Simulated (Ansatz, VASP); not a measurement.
SnO: VASP beside Ansatz

The input INCAR:

```
SYSTEM = SnO
PREC = Accurate
ENCUT = 520
EDIFF = 1E-8
ISMEAR = -1
SIGMA = 0.01
LREAL = .FALSE.
LASPH = .TRUE.
NELM = 100
ALGO = Normal
ISIF = 2
LWAVE = .FALSE.
LCHARG = .FALSE.
GGA = PS
LEFG = .TRUE.
NBANDS = 28
```

KPOINTS

```
regular mesh
0
G
  8 8 6
  0 0 0
```

The input POSCAR:

```
SnO
1.0
    3.6879400000      0.0000000000      0.0000000000
    0.0000000000      3.6879400000      0.0000000000
    0.0000000000      0.0000000000      4.8360000000
Sn O
2 2
Direct
    0.0000000000      0.5000000000      0.2385000000
    0.5000000000      0.0000000000      0.7615000000
    0.0000000000      0.0000000000      0.0000000000
    0.5000000000      0.5000000000      0.0000000000
```

Input for Ansatz:

```yaml
crystal:
  lattice:
    - [3.68794, 0.0, 0.0]
    - [0.0, 3.68794, 0.0]
    - [0.0, 0.0, 4.836]
  atoms:
    - { symbol: Sn, position: [0.0, 0.5, 0.2385] }
    - { symbol: Sn, position: [0.5, 0.0, 0.7615] }
    - { symbol: O, position: [0.0, 0.0, 0.0] }
    - { symbol: O, position: [0.5, 0.5, 0.0] }
kpoints:
  mp_grid: { grid: [8, 8, 6] }
scf:
  occupations: { method: fermi_dirac, width: 0.01 }
hamiltonian:
  xc: pbesol
  pseudopotentials: { kind: all_electron, datasets: crystal }
output:
  forces: true
  stress: true
  eigenvalues: true
  efg: { contact_densities: true }
```

Change from the starting cell: equal xx and yy strain of -3 %, crystal datasets.

Alike in both runs: task electric field gradients; functional PBEsol; k mesh 8 × 8 × 6; occupations fermi-dirac, width 0.01 eV; no spin polarisation.

|  | VASP | Ansatz |
| --- | --- | --- |
| version | VASP 6.6.1 | Ansatz 0.2.0 |
| potentials or method | VASP PAW PBE potentials, release 64 (Sn_d, O), cutoff 520 eV | all-electron PAW with datasets made for the crystal, scalar-relativistic |

|  | VASP | Ansatz | Ansatz less VASP |
| --- | --- | --- | --- |
| pressure (GPa) | 7.6 | 7.2 | -0.36 |
| traceless stress, the component that is largest in VASP (GPa) | -3.01 | -3.03 | -0.020 |
| rms of the force components (eV/Å) | 0.384 | 0.342 | -0.0428 |
| size of Vzz on the site where it differs most (V/Å²) | 179.9 | 189.8 | +9.93 |

VASP's potentials were made for PBE, not for PBEsol. Atom by atom the forces differ by 0.043 eV/Å (rms over components). Ansatz ran all-electron here, and VASP with PAW potentials.
